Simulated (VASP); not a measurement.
# HPbNO4 (P1) in VASP: single point with PBE

Aim: the single point of HPbNO4 with PBE.

Everything below comes from runs of VASP 6.6.1. Logs are shortened: lines on timing, memory, paths and dates and some standing lists are left out, and cuts for length are marked.

### Step 1. The cell of the first run

The typed cell holds 7 atoms: a = 3.857 Å, b = 4.338 Å, c = 5.984 Å, α = 81.87°, β = 83.26°, γ = 87.68°.

### Step 2. Single point, PBE

INCAR reads:

```
SYSTEM = HPbNO4
PREC     = Accurate       ! precision mode
ENCUT    = 520            ! plane-wave cutoff, eV
EDIFF    = 1E-6           ! SCF threshold, eV
ISMEAR   = -1             ! smearing method
SIGMA    = 0.05           ! smearing width, eV
LREAL    = .FALSE.        ! projectors in reciprocal space
LASPH    = .TRUE.         ! aspherical terms in the spheres
NELM     = 100            ! most SCF steps
ALGO     = Fast           ! electronic algorithm
ISIF     = 2              ! what is computed and relaxed
LWAVE    = .FALSE.        ! write WAVECAR
LCHARG   = .FALSE.        ! write CHGCAR
GGA      = PE             ! functional
NBANDS   = 31             ! bands
```

KPOINTS reads:

```
regular mesh
0
G
  7 6 5
  0 0 0
```

POSCAR reads:

```
HPbNO4
1.0
    3.8570700000      0.0017800000     -0.0365800000
    0.1735300000      4.3343600000     -0.0164700000
    0.7580300000      0.8387300000      5.8766200000
H Pb N O
1 1 1 4
Direct
    0.6151100000      0.8955900000      0.1984400000
    0.6459700000      0.4465100000      0.9168500000
    0.7147400000      0.2381000000      0.5005800000
    0.1695800000      0.4700700000      0.7776800000
    0.6291900000      0.9704500000      0.4984500000
    0.5642400000      0.9258300000      0.0384900000
    0.7802200000      0.4225000000      0.3195100000
```

Potentials or basis: VASP PAW PBE potentials, release 64 (H, Pb_d, N, O).

Launch:

```
cat potpaw_PBE.64/H/POTCAR potpaw_PBE.64/Pb_d/POTCAR potpaw_PBE.64/N/POTCAR potpaw_PBE.64/O/POTCAR > POTCAR
mpirun -np 1 vasp_std > vasp.out
```

OUTCAR:

```text
SYSTEM = HPbNO4
   PREC = Accurate
   ENCUT = 520
   EDIFF = 1E-6
   ISMEAR = -1
   LREAL = .FALSE.
   LASPH = .TRUE.
   NELM = 100
   ISIF = 2
   GGA = PE

 ion  position               nearest neighbor table
   1  0.615  0.896  0.198-   6 0.99
   2  0.646  0.447  0.917-   4 2.09   4 2.10   6 2.30   6 2.30   7 2.51   3 2.75
   3  0.715  0.238  0.501-   5 1.22   7 1.26   2 2.75
   4  0.170  0.470  0.778-   2 2.09   2 2.10
   5  0.629  0.970  0.498-   3 1.22
   6  0.564  0.926  0.038-   1 0.99   2 2.30   2 2.30
   7  0.780  0.422  0.320-   3 1.26   2 2.51

  LATTYP: Found a triclinic cell.
 ALAT       =     9.0022731292
 B/A-ratio  =     1.1034313029
 C/A-ratio  =     0.8320978899
 COS(alpha) =     0.0134657135
 COS(beta)  =     0.5861289562
 COS(gamma) =     0.8046043717

  Lattice vectors:

 A1 = (  -7.8876700000,  -4.3379200000,   0.0896300000)
 A2 = (  -7.1296400000,  -3.4991900000,   5.9662500000)
 A3 = (  -4.6151000000,  -0.8405100000,  -5.8400400000)

Analysis of symmetry for initial positions (statically):
=====================================================================
 Subroutine PRICEL returns:
 Original cell was already a primitive cell.

 Routine SETGRP: Setting up the symmetry group for a
 triclinic supercell.

 Subroutine GETGRP returns: Found  1 space group operations
 (whereof  1 operations were pure point group operations)
 out of a pool of  2 trial point group operations.

The static configuration has the point symmetry C_1 .

Analysis of symmetry for dynamics (positions and initial velocities):
=====================================================================
 Subroutine PRICEL returns:
 Original cell was already a primitive cell.

 Routine SETGRP: Setting up the symmetry group for a
 triclinic supercell.

 Subroutine GETGRP returns: Found  1 space group operations
 (whereof  1 operations were pure point group operations)
 out of a pool of  2 trial point group operations.

The dynamic configuration has the point symmetry C_1 .

 Subroutine INISYM returns: Found  1 space group operations
 (whereof  1 operations are pure point group operations),
 and found     1 'primitive' translations

----------------------------------------------------------------------------------------

                                     Primitive cell

  volume of cell :      98.4112

  direct lattice vectors                    reciprocal lattice vectors
     3.857070000  0.001780000 -0.036580000     0.258966393 -0.010489196 -0.031907234
     0.173530000  4.334360000 -0.016470000    -0.000418053  0.230606447 -0.032858965
     0.758030000  0.838730000  5.876620000     0.001610808  0.000581013  0.169875140

  length of vectors
     3.857243867  4.337863591  5.984374664     0.261135381  0.232936085  0.169883771

  position of ions in fractional coordinates (direct lattice)
     0.615110000  0.895590000  0.198440000
     0.645970000  0.446510000  0.916850000
     0.714740000  0.238100000  0.500580000
     0.169580000  0.470070000  0.777680000
     0.629190000  0.970450000  0.498450000
     0.564240000  0.925830000  0.038490000
     0.780220000  0.422500000  0.319510000

  ion indices of the primitive-cell ions
   primitive index   ion index
                 1           1
                 2           2
                 3           3
                 4           4
                 5           5
                 6           6
                 7           7

----------------------------------------------------------------------------------------

 KPOINTS: regular mesh

Automatic generation of k-mesh.
 Grid dimensions read from file:
 generate k-points for:    7    6    5

 Generating k-lattice:

  Cartesian coordinates                     Fractional coordinates (reciprocal lattice)
     0.036995199 -0.001498457 -0.004558176     0.142857143 -0.000000000  0.000000000
    -0.000069676  0.038434408 -0.005476494     0.000000000  0.166666667  0.000000000
     0.000322162  0.000116203  0.033975028    -0.000000000 -0.000000000  0.200000000

  Length of vectors
     0.037305054  0.038822681  0.033976754

  Shift w.r.t. Gamma in fractional coordinates (k-lattice)
     0.000000000  0.000000000  0.000000000

 Subroutine IBZKPT returns following result:
 ===========================================

 Found    106 irreducible k-points:

 Following reciprocal coordinates:
            Coordinates               Weight
  0.000000  0.000000  0.000000      1.000000
  0.142857 -0.000000  0.000000      2.000000
  0.285714 -0.000000  0.000000      2.000000
  0.428571  0.000000  0.000000      2.000000
  0.000000  0.166667  0.000000      2.000000
  0.142857  0.166667  0.000000      2.000000
[... 16 lines left out ...]
  0.000000  0.000000  0.200000      2.000000
  0.142857  0.000000  0.200000      2.000000
 [... further k-points ...]
   k-points           NKPTS =    106   k-points in BZ     NKDIM =    106   number of bands    NBANDS=     31
   number of dos      NEDOS =    301   number of ions     NIONS =      7
   total plane-waves  NPLWV =  46080
   dimension x,y,z NGX =    30 NGY =   32 NGZ =   48
   dimension x,y,z NGXF=    60 NGYF=   64 NGZF=   96
   ions per type =               1   1   1   4
   NGX,Y,Z   is equivalent  to a cutoff of  12.93, 12.26, 13.33 a.u.
   NGXF,Y,Z  is equivalent  to a cutoff of  25.86, 24.53, 26.67 a.u.
 SYSTEM =  HPbNO4
   PREC   = accura    normal or accurate (medium, high low for compatibility)
   ISTART =      0    job   : 0-new  1-cont  2-samecut
   ICHARG =      2    charge: 1-file 2-atom 10-const
   ISPIN  =      1    spin polarized calculation?
   LNONCOLLINEAR =      F non collinear calculations
   LSORBIT =      F    spin-orbit coupling
   LASPH  =      T    aspherical Exc in radial PAW
   ENCUT  =  520.0 eV  38.22 Ry    6.18 a.u.   7.17  8.07 11.13*2*pi/ulx,y,z
   NELM   =    100;   NELMIN=  2; NELMDL= -5     # of ELM steps
   EDIFF  = 0.1E-05   stopping-criterion for ELM
   LREAL  =      F    real-space projection
   EDIFFG = 0.1E-04   stopping-criterion for IOM
   NSW    =      0    number of steps for IOM
   IBRION =     -1    ionic relax: 0-MD 1-quasi-New 2-CG
   NFREE  =      0    steps in history (QN), initial steepest desc. (CG)
   ISIF   =      2    stress and relaxation
   ISYM   =      2    0-nonsym 1-usesym 2-fastsym
   POTIM  = 0.5000    time-step for ionic-motion
   TEBEG  =    0.0;   TEEND  =   0.0 temperature during run
   PSTRESS=    0.0 pullay stress
   NELECT =      44.0000    total number of electrons
   NUPDOWN=      -1.0000    fix difference up-down
   EMIN   =  10.00;   EMAX   =-10.00  energy-range for DOS
   EFERMI =   0.00;   METHOD = LEGACY
   ISMEAR =    -1;   SIGMA  =   0.05  broadening in eV -4-tet -1-fermi 0-gaus
   EFERMI_NEDOS =   21; number of points for ismear=-14 and -15
   IALGO  =     68    algorithm
   IMIX   =      4    mixing-type and parameters
     AMIX     =   0.40;   BMIX     =  1.00
     AMIX_MAG =   1.60;   BMIX_MAG =  1.00
  volume/ion in A,a.u.               =      14.06        94.87
  Fermi-wavevector in a.u.,A,eV,Ry     =   1.251827  2.365609 21.321279  1.567070
  Thomas-Fermi vector in A             =   2.385756
   LORBIT       =      0    0 simple, 1 ext, 2 COOP (PROOUT), +10 PAW based schemes
   GGA     = PE    functional components
   LHFCALC =     F    Hartree Fock is set to
   AEXX    =    0.0000 exact exchange contribution
   IVDW    =     0    specifies the selected vdW correction
   LEPSILON=     F    determine dielectric tensor
   LRPA    =     F    only Hartree local field effects (RPA)
 non-spin polarized calculation
 RMM-DIIS sequential band-by-band and
  energy-cutoff  :      520.00
  volume of cell :       98.41
 maximum number of plane-waves:      2673
 NGX is ok and might be reduce to    30
   NGX = 15   NGY = 17   NGZ = 23

 number of electron      43.9999991 magnetization

 Free energy of the ion-electron system (eV)
  ---------------------------------------------------
  ext. energy  EPLUGINS =         0.00000000
  ---------------------------------------------------
  free energy    TOTEN  =       -38.65027132 eV

  energy without entropy =      -38.64933698  energy(sigma->0) =      -38.64980415

 E-fermi :   1.0174     XC(G=0):  -8.7843

 val. band max:        0.7988776699   @ k =  -0.4286  -0.3333   0.2000
 cond. band min:       1.1603759535   @ k =  -0.0000   0.0000   0.4000
 fundamental gap:      0.3614982836
 Fermi energy:         1.0174080335

 k-point     1 :       0.0000    0.0000    0.0000
  band No.  band energies     occupation
      1     -24.0631      2.00000
      2     -19.7038      2.00000
      3     -17.7132      2.00000
      4     -17.2224      2.00000
      5     -15.0653      2.00000
      6     -14.9652      2.00000
[... 23 lines left out ...]
     30      12.1236      0.00000
     31      12.4742      0.00000

 k-point     2 :       0.1429   -0.0000    0.0000
  band No.  band energies     occupation
      1     -24.0597      2.00000
      2     -19.7026      2.00000
      3     -17.7079      2.00000
      4     -17.1294      2.00000
      5     -15.0688      2.00000
      6     -14.9641      2.00000
[... 23 lines left out ...]
     30      11.8472      0.00000
     31      12.5146      0.00000

 k-point     3 :       0.2857   -0.0000    0.0000
  band No.  band energies     occupation
      1     -24.0523      2.00000
      2     -19.7001      2.00000
      3     -17.6966      2.00000
      4     -16.9141      2.00000
      5     -15.0375      2.00000
      6     -14.9614      2.00000
[... 23 lines left out ...]
     30      11.6513      0.00000
     31      12.5529      0.00000

 k-point     4 :       0.4286    0.0000    0.0000
  band No.  band energies     occupation
      1     -24.0462      2.00000
      2     -19.6979      2.00000
      3     -17.6877      2.00000
      4     -16.7399      2.00000
      5     -14.9692      2.00000
      6     -14.9589      2.00000
[... 23 lines left out ...]
     30      11.5702      0.00000
     31      12.2834      0.00000

 k-point     5 :       0.0000    0.1667    0.0000
  band No.  band energies     occupation
      1     -24.0526      2.00000
      2     -19.7317      2.00000
      3     -17.6646      2.00000
      4     -17.2234      2.00000
      5     -15.0649      2.00000
      6     -14.9733      2.00000
[... 23 lines left out ...]
     30      12.0983      0.00000
     31      12.7084      0.00000
[... 542 lines left out ...]
     30      11.6503      0.00000
     31      12.3248      0.00000

 k-point    22 :       0.4286    0.5000    0.0000
  band No.  band energies     occupation
      1     -24.0050      2.00000
      2     -19.8050      2.00000
      3     -17.4873      2.00000
      4     -16.7354      2.00000
      5     -15.0158      2.00000
      6     -14.9424      2.00000
[... 23 lines left out ...]
     30      11.9397      0.00000
     31      12.3018      0.00000

 k-point    23 :       0.0000    0.0000    0.2000
  band No.  band energies     occupation
      1     -24.0619      2.00000
      2     -19.7048      2.00000
      3     -17.7139      2.00000
      4     -17.2234      2.00000
      5     -15.0651      2.00000
      6     -14.9665      2.00000
[... 23 lines left out ...]
     30      11.9961      0.00000
     31      12.5063      0.00000

 k-point    24 :       0.1429    0.0000    0.2000
  band No.  band energies     occupation
      1     -24.0586      2.00000
      2     -19.7034      2.00000
      3     -17.7088      2.00000
      4     -17.1305      2.00000
      5     -15.0709      2.00000
      6     -14.9653      2.00000
[... 23 lines left out ...]
     30      11.8704      0.00000
     31      12.7969      0.00000

 [... further k-points ...]

------------------------ aborting loop because EDIFF is reached ----------------------------------------

  FORCE on cell =-STRESS in cart. coord.  units (eV):
  Direction    XX          YY          ZZ          XY          YZ          ZX
  --------------------------------------------------------------------------------------
  -------------------------------------------------------------------------------------
  Total        0.0725575      0.7444475      0.3315194      0.2551541     -0.2623548     -0.0533337
  in kB        1.1812667     12.1199278      5.3972786      4.1540190     -4.2712499     -0.8682960
  external PRESSURE =       6.2328243 kB  Pullay stress =       0.0000000 kB

 VOLUME and BASIS-vectors are now :
 -----------------------------------------------------------------------------
  energy-cutoff  :      520.00
  volume of cell :       98.41
      direct lattice vectors                 reciprocal lattice vectors
     3.857070000  0.001780000 -0.036580000     0.258966393 -0.010489196 -0.031907234
     0.173530000  4.334360000 -0.016470000    -0.000418053  0.230606447 -0.032858965
     0.758030000  0.838730000  5.876620000     0.001610808  0.000581013  0.169875140

 POSITION                                       TOTAL-FORCE (eV/Angst)
 -----------------------------------------------------------------------------------
      2.67836      4.04934      1.12891         0.027166     -0.007956      0.096653
      3.26403      2.70547      5.35700        -0.001346      0.005333     -0.002783
      3.17757      1.45313      2.91165         0.132860      0.351995      0.303717
      1.32516      2.69002      4.55618        -0.001671     -0.000813     -0.021862
      2.97307      4.62546      2.89020        -0.189717     -0.593038      0.036648
      2.36615      4.04617      0.19030        -0.021547      0.002742     -0.073535
      3.32488      2.10064      1.84214         0.054256      0.241736     -0.338838
 -----------------------------------------------------------------------------------
    total drift:                                0.000413      0.000511     -0.002853

  FREE ENERGIE OF THE ION-ELECTRON SYSTEM (eV)
  ---------------------------------------------------
  free  energy   TOTEN  =       -38.6502713208 eV

  energy  without entropy=      -38.6493369792  energy(sigma->0) =      -38.64980415
```

Wall time 4.6 min (1 thread of Intel Xeon Platinum 8559C (Emerald Rapids), shared host); peak memory 0.42 GiB.

Results:

* Free energy: -38.6503 eV
* Pressure: 0.6 GPa
* Largest force: 0.624 eV/Å
* Band gap on the k mesh: 0.36 eV (least direct gap 0.59 eV)

Forces on the atoms (eV/Å):
```
H    0.027 -0.008  0.097
Pb  -0.001  0.005 -0.003
N    0.133  0.352  0.304
O   -0.002 -0.001 -0.022
O   -0.190 -0.593  0.037
O   -0.022  0.003 -0.074
O    0.054  0.242 -0.339
```

Stress tensor (GPa, compression positive):
```
 0.12  0.42 -0.09
 0.42  1.21 -0.43
-0.09 -0.43  0.54
```

Levels at points of the mesh, in eV from the valence-band top:
```
           k point  band 19  band 20  band 21  band 22  band 23  band 24  band 25  band 26
(0.00, 0.00, 0.00)    -1.59    -1.13    -0.96    -0.64     1.19     2.90     5.22     7.06
(0.00, 0.50, 0.00)    -1.33    -1.17    -0.87    -0.45     1.54     2.94     5.69     6.16
```

Caveat: the standard files for N, O and F lose accuracy on very short bonds; spin-orbit coupling is left out, which moves the levels of the heavy elements; an odd mesh through Γ misses points on the zone boundary, where band edges can lie.
